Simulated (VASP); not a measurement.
# Si23SbC24 (a cell with a defect) (Moissanite) in VASP: notebook, part 2 of 2

VASP 6.6.1.

**3. Single point, PBE**

Contents of INCAR:

```
PREC = Accurate
ENCUT = 520
EDIFF = 1E-7
ISMEAR = -1
SIGMA = 0.01
LREAL = Auto
LASPH = True
NELM = 100
ALGO = Normal
ISIF = 2
LWAVE = False
LCHARG = False
GGA = PE
NELECT = 192.0
NBANDS = 126
```

Contents of KPOINTS:

```
Automatic mesh
0
Gamma
  4 3 2
```

Contents of POSCAR:

```
Si23SbC24
1.0
    6.1520000000      0.0000000000      0.0000000000
   -4.6140000000      7.9916824260      0.0000000000
    0.0000000000      0.0000000000     10.0960000000
Sb Si C
1 23 24
Direct
    0.1672042424      0.2229351650      0.0033448775
    0.1667419769      0.2223443833      0.5031251073
    0.1649659024      0.5588594922      0.0026911476
    0.1655632482      0.5562302196      0.5019954626
    0.1673780697      0.8852445240      0.0027372002
    0.1659872973      0.8875306219      0.5019907662
    0.6665505528      0.2221476374      0.0029292891
    0.6675630277      0.2233779709      0.5024140523
    0.6752804500      0.5613720011      0.0026148830
    0.6691672842      0.5567008046      0.5022018728
    0.6587889101      0.8830628526      0.0026504625
    0.6649403306      0.8870473478      0.5021737522
    0.3358998634      0.1086251894      0.2577248375
    0.3354553498      0.1093117683      0.7465944159
    0.3370370538      0.4491707266      0.2576666337
    0.3365343257      0.4485865242      0.7467491154
    0.3329808497      0.7774828644      0.2525274207
    0.3319742388      0.7769107775      0.7510698378
    0.8269057477      0.1084358384      0.2576489313
    0.8282183998      0.1089512281      0.7466753398
    0.8334080814      0.4447200277      0.2526696282
    0.8334262558      0.4446442838      0.7515172571
    0.8336492149      0.7780266074      0.2525865931
    0.8344114069      0.7783333001      0.7514135835
    0.1668035065      0.2224050172      0.2079132384
    0.1667705928      0.2224382630      0.6923636416
    0.1666053185      0.5549897100      0.1899857093
    0.1650229514      0.5559604906      0.6889111837
    0.1670702516      0.8893923250      0.1900442488
    0.1660442332      0.8876287067      0.6888753307
    0.6663257586      0.2217492276      0.1903911972
    0.6678241429      0.2236837788      0.6885303775
    0.6663003275      0.5554847590      0.1899441604
    0.6695277401      0.5567218824      0.6893266823
    0.6667901468      0.8890891517      0.1899945574
    0.6648086763      0.8868821338      0.6892676560
    0.3339966669      0.1104973985      0.4431306036
    0.3452864159      0.1016657071      0.9337458019
    0.3345470946      0.4458478832      0.4433121876
    0.3488576165      0.4644844600      0.9340172807
    0.3329484970      0.7774969899      0.4393810138
    0.3300379595      0.7757756778      0.9391372664
    0.8315345324      0.1102026753      0.4431759582
    0.8063922856      0.1005987711      0.9339129296
    0.8332009403      0.4444488554      0.4394321806
    0.8321196622      0.4433658931      0.9402106113
    0.8337167694      0.7780669629      0.4395235891
    0.8374358338      0.7810711235      0.9397601265
```

Potentials or basis: VASP PAW PBE potentials, release 64 (Sb, Si, C).

On the command line:

```console
> cat potpaw_PBE.64/Sb/POTCAR potpaw_PBE.64/Si/POTCAR potpaw_PBE.64/C/POTCAR > POTCAR
> mpirun -np 1 vasp_std > vasp.out
```

OUTCAR:

```text
PREC = Accurate
   ENCUT = 520
   EDIFF = 1E-7
   ISMEAR = -1
   LREAL = Auto
   LASPH = True
   NELM = 100
   ISIF = 2
   GGA = PE
   NELECT = 192.0

 ion  position               nearest neighbor table
   1  0.167  0.223  0.003-  38 2.04  44 2.05  40 2.05  25 2.07   7 3.08   7 3.08   3 3.11   5 3.12
                             9 3.12  11 3.13  15 3.14  19 3.14  13 3.14  16 3.16  14 3.16  20 3.16
   2  0.167  0.222  0.503-  37 1.88  39 1.89  43 1.89  26 1.91  14 3.05  20 3.05  16 3.05  13 3.07
                            19 3.07  15 3.07   8 3.08   8 3.08   4 3.08   6 3.09  10 3.09  12 3.09
   3  0.165  0.559  0.003-  42 1.85  40 1.87  46 1.88  27 1.89   5 3.00  11 3.02   9 3.02  17 3.07
                            18 3.08  21 3.08   7 3.09  22 3.09   1 3.11   9 3.13  15 3.14  16 3.15
   4  0.166  0.556  0.502-  41 1.88  39 1.88  45 1.88  28 1.89  15 3.04  16 3.04   6 3.06  10 3.06
                            12 3.06   8 3.07  18 3.07  21 3.08  17 3.08  22 3.08   2 3.08  10 3.10
   5  0.167  0.885  0.003-  42 1.86  38 1.87  48 1.87  29 1.89   3 3.00   9 3.01  11 3.03  17 3.07
                            18 3.08  23 3.09   7 3.09  24 3.10   1 3.12  11 3.12  13 3.13  14 3.15
   6  0.166  0.888  0.502-  37 1.88  41 1.88  47 1.88  30 1.89  13 3.03  14 3.04  10 3.05   4 3.06
                            12 3.07  18 3.07  24 3.08  17 3.08  23 3.08  12 3.08   2 3.09   8 3.09
   7  0.667  0.222  0.003-  38 1.85  44 1.86  46 1.88  31 1.89   1 3.08   1 3.08  21 3.09   3 3.09
                             5 3.09  22 3.10   9 3.10  11 3.11  13 3.12  19 3.12  14 3.13  20 3.13
   8  0.668  0.223  0.502-  37 1.88  43 1.88  45 1.88  32 1.88  14 3.03  20 3.04  13 3.04  19 3.04
                             4 3.07  10 3.07  22 3.07   2 3.08   2 3.08  21 3.08   6 3.09  12 3.10
   9  0.675  0.561  0.003-  48 1.87  40 1.88  46 1.89  33 1.89   5 3.01  11 3.02   3 3.02  23 3.06
[... 53 lines left out ...]
  47  0.834  0.778  0.440-  10 1.88   6 1.88  12 1.88  23 1.89
  48  0.837  0.781  0.940-   9 1.87   5 1.87  11 1.88  24 1.90

  LATTYP: Found a simple monoclinic cell.
 ALAT       =     6.1520000000
 B/A-ratio  =     1.6410923277
 C/A-ratio  =     1.3228756555
 COS(beta)  =    -0.1889822365

  Lattice vectors:

 A1 = (   6.1520000000,   0.0000000000,   0.0000000000)
 A2 = (   0.0000000000,   0.0000000000,  10.0960000000)
 A3 = (  -1.5380000000,  -7.9916824260,   0.0000000000)

Analysis of symmetry for initial positions (statically):
[... 237 lines left out ...]
 non-spin polarized calculation
  energy-cutoff  :      520.00
  volume of cell :      496.37
 maximum number of plane-waves:     13404
 NGX is ok and might be reduce to    48
   NGX = 23   NGY = 35   NGZ = 37

 number of electron     191.9999996 magnetization

 Free energy of the ion-electron system (eV)
  ---------------------------------------------------
  ext. energy  EPLUGINS =         0.00000000
  ---------------------------------------------------
  free energy    TOTEN  =      -365.70047704 eV

  energy without entropy =     -365.70047704  energy(sigma->0) =     -365.70047704

 E-fermi :   8.7529     XC(G=0): -11.3910

 val. band max:        8.5119042800   @ k =   0.0000   0.0000   0.0000
 cond. band min:      10.8171319996   @ k =   0.2500   0.0000   0.0000
 fundamental gap:      2.3052277196
 Fermi energy:         8.7528788703

 k-point     1 :       0.0000    0.0000    0.0000
  band No.  band energies     occupation
      1      -7.2558      2.00000
      2      -6.0973      2.00000
      3      -5.8971      2.00000
      4      -5.4166      2.00000
      5      -5.2550      2.00000
      6      -4.3587      2.00000
[... 1543 lines left out ...]
    107      13.0717      0.00000
    108      13.1493      0.00000
 [bands above 108 left out]

------------------------ aborting loop because EDIFF is reached ----------------------------------------

  FORCE on cell =-STRESS in cart. coord.  units (eV):
  Direction    XX          YY          ZZ          XY          YZ          ZX
  --------------------------------------------------------------------------------------
  -------------------------------------------------------------------------------------
  Total       11.9037486     11.5864473     11.5972469     -0.0320073     -0.0175238     -0.0098822
  in kB       38.4229268     37.3987413     37.4336003     -0.1033132     -0.0565633     -0.0318976
  external PRESSURE =      37.7517562 kB  Pullay stress =       0.0000000 kB

 VOLUME and BASIS-vectors are now :
 -----------------------------------------------------------------------------
  energy-cutoff  :      520.00
  volume of cell :      496.37
      direct lattice vectors                 reciprocal lattice vectors
     6.152000000  0.000000000  0.000000000     0.162548765  0.093847573  0.000000000
    -4.614000000  7.991682426  0.000000000     0.000000000  0.125130097  0.000000000
     0.000000000  0.000000000 10.096000000     0.000000000  0.000000000  0.099049128

 POSITION                                       TOTAL-FORCE (eV/Angst)
 -----------------------------------------------------------------------------------
      0.00002      1.78163      0.03377         0.003596      0.006212      0.010615
     -0.00010      1.77691      5.07955        -0.001118      0.000424      0.001179
     -1.56371      4.46623      0.02717         0.008992     -0.000838     -0.003502
     -1.54790      4.44522      5.06815         0.000684      0.001012      0.002834
     -3.05481      7.07459      0.02763         0.000050      0.011121     -0.004766
     -3.07391      7.09286      5.06810        -0.000325      0.000755      0.002238
[... 40 lines left out ...]
      1.53902      6.21806      4.43743        -0.000510     -0.003891     -0.000505
      1.54804      6.24207      9.48782        -0.001250      0.001157      0.001209
 -----------------------------------------------------------------------------------
    total drift:                                0.030751     -0.017195     -0.062320

  FREE ENERGIE OF THE ION-ELECTRON SYSTEM (eV)
  ---------------------------------------------------
  free  energy   TOTEN  =      -365.7004770398 eV

  energy  without entropy=     -365.7004770398  energy(sigma->0) =     -365.70047704
```

Wall time 19 min (1 thread of Intel Xeon 6975P-C (Granite Rapids), shared host); peak memory 0.91 GiB.

What came out:

```
Free energy   : -365.7005 eV
Largest force : 0.134 eV/Å
```

Forces on the atoms (eV/Å):
```
Sb   0.004  0.006  0.011
Si  -0.001  0.000  0.001
Si   0.009 -0.001 -0.004
Si   0.001  0.001  0.003
Si   0.000  0.011 -0.005
Si   0.000  0.001  0.002
Si  -0.005 -0.012 -0.008
Si  -0.002  0.001  0.004
Si  -0.010 -0.003 -0.003
Si  -0.001 -0.001  0.003
Si  -0.002  0.013 -0.004
Si   0.001  0.001  0.003
Si  -0.009  0.004 -0.002
Si  -0.002  0.001  0.015
Si  -0.001 -0.011 -0.002
Si  -0.002 -0.001  0.012
Si   0.001  0.001  0.002
Si   0.001  0.001  0.002
Si   0.009  0.006 -0.006
Si  -0.001  0.003  0.015
Si   0.000  0.001  0.001
Si   0.000 -0.001  0.000
Si  -0.001  0.001  0.003
Si   0.001  0.001  0.001
C   -0.002 -0.001  0.116
C    0.000  0.000  0.008
C   -0.007 -0.001 -0.005
C    0.003 -0.001 -0.001
C    0.005 -0.005 -0.008
C    0.005 -0.002 -0.002
C    0.001  0.002 -0.002
C   -0.009  0.004 -0.003
C   -0.004  0.001 -0.005
C   -0.010  0.006 -0.001
C    0.005 -0.006 -0.005
C    0.010  0.000 -0.006
C    0.004  0.000 -0.001
C    0.110 -0.064 -0.041
C   -0.002  0.003 -0.001
C   -0.001  0.124 -0.041
C    0.003 -0.002 -0.001
C    0.002 -0.005  0.004
C   -0.004 -0.004  0.001
C   -0.102 -0.061 -0.038
C    0.003 -0.005 -0.008
C    0.003 -0.005 -0.003
C   -0.001 -0.004 -0.001
C   -0.001  0.001  0.001
```

Caveat: the cell carries a net charge on a neutralising background, which shifts energy and pressure; the cell is charged against a uniform background, so pressure and absolute levels hang on convention; spin-orbit coupling is left out, which moves the levels of the heavy elements.
